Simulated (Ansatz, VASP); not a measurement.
# Al: VASP beside Ansatz

```
CELL_PARAMETERS angstrom
0.00000 1.94302 2.10494
1.94302 0.00000 2.10494
1.94302 1.94302 0.00000
ATOMIC_POSITIONS crystal
Al 0.00000 0.00000 0.00000
```

Change from the starting cell: strain -0.040 along x and y, +0.040 along z, atoms carried along.

Alike in both runs: task single point; functional r2SCAN; k mesh 20 × 20 × 20; occupations gaussian, width 0.15 eV; no spin polarisation.

```csv
,VASP,Ansatz
version,VASP 6.6.1,Ansatz 0.2.0
potentials or method,"VASP PAW PBE potentials, release 64 (Al), cutoff 520 eV","scalar-relativistic, plane waves, PAW"
valence electrons in the cell,3,3
```

|  | VASP | Ansatz | Ansatz less VASP |
| --- | --- | --- | --- |
| gap on the k mesh at the Fermi level (eV) | none | none | - |
| pressure (GPa) | 0.4 | 0.7 | +0.33 |
| traceless stress, the component that is largest in VASP (GPa) | -4.88 | -4.89 | -0.005 |

VASP's potentials were made for PBE, not for r2SCAN. A gap of «none» marks a metal or a gap that the smearing closes. With one functional, cell and mesh, what is left measures potentials, basis and numerics.
